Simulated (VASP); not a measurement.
A run of VASP 6.6.1:

File INCAR:

```
  ALGO = Normal
  EDIFF = 1E-6
  ENCUT = 520
  GGA = PE
  ISIF = 2
  ISMEAR = 0
  LASPH = True
  LCHARG = False
  LREAL = False
  LWAVE = False
  NBANDS = 16
  NELM = 60
  PREC = Accurate
  SIGMA = 0.014
```

Contents of KPOINTS:

```
k-points
0
Gamma
  9 9 9
```

The input POSCAR:

```
ZnS
1.0
    0.0000000000      2.7020000000      2.7020000000
    2.7020000000      0.0000000000      2.7020000000
    2.7020000000      2.7020000000      0.0000000000
Zn S
1 1
Direct
    0.7500000000      0.7500000000      0.7500000000
    0.0000000000      0.0000000000      0.0000000000
```

Potentials or basis: VASP PAW PBE potentials, release 64 (Zn, S).

Command:

```sh
$ cat potpaw_PBE.64/Zn/POTCAR potpaw_PBE.64/S/POTCAR > POTCAR
$ mpirun -np 1 vasp_std > vasp.out
```

Hardware: 1 thread of Intel(R) Xeon(R) 6975P-C (Granite Rapids) (shared host).

Q: Estimate the wall time of this run.

A: Wall time 8.7 s on 1 thread of Intel(R) Xeon(R) 6975P-C (Granite Rapids), on a shared host, peak memory 0.16 GiB. Counts: scf iterations 12, k points 35.
